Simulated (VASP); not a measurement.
HgTe (wurtzite type): electric field gradients with PBE

The system is HgTe (wurtzite type).

```
Hg Te
1.0
     4.69716    0.00000    0.00000
    -2.34858    4.06786    0.00000
     0.00000    0.00000    7.71100
Hg Te
2 2
Direct
  0.33333 0.66667 0.00061
  0.66667 0.33333 0.50061
  0.33333 0.66667 0.37539
  0.66667 0.33333 0.87539
```

```yaml
Program: VASP 6.6.1
Task: electric field gradients
Functional: PBE
Potentials_or_basis: VASP PAW PBE potentials, release 64 (Hg, Te)
Cutoff: 520 eV
k_mesh: 10 × 10 × 6
Occupations: fermi-dirac, width 0.03 eV
Spin: no spin polarisation
Dipole_correction: no
Further_INCAR_settings: ALGO = Normal; EDIFF = 1e-08; NBANDS = 26
```

```
Pressure               : 0.0 GPa
Band gap on the k mesh : zero (filled and empty bands touch)
```

Levels at points of the mesh, in eV from the Fermi level:
```tsv
k point	band 16	band 17	band 18	band 19	band 20	band 21
(0.00, 0.00, 0.00)	-0.85	-0.09	-0.03	-0.03	0.54	4.32
(0.50, 0.00, 0.00)	-1.94	-1.40	-0.86	1.56	1.79	4.06
(0.00, 0.00, 0.50)	-0.47	-0.47	-0.47	0.86	0.86	4.76
(0.50, 0.00, 0.50)	-1.54	-1.45	-1.45	1.40	1.40	3.66
```

Electric field gradients, principal values (V/Å²):
```csv
atom,least,middle,greatest (by size)
1 Hg,-2.776,-2.777,5.553
2 Hg,-2.776,-2.777,5.553
3 Te,-2.237,-2.237,4.474
4 Te,-2.237,-2.237,4.474
```

It took 2.6 min on 1 thread of Intel(R) Xeon(R) 6975P-C (Granite Rapids), on a shared host, peak memory 0.37 GiB.

Caveat: without QUAD_EFG the Cq values of the log hold for a quadrupole moment of 1 mb, not for the nuclei; spin-orbit coupling is left out, which moves the levels of the heavy elements.
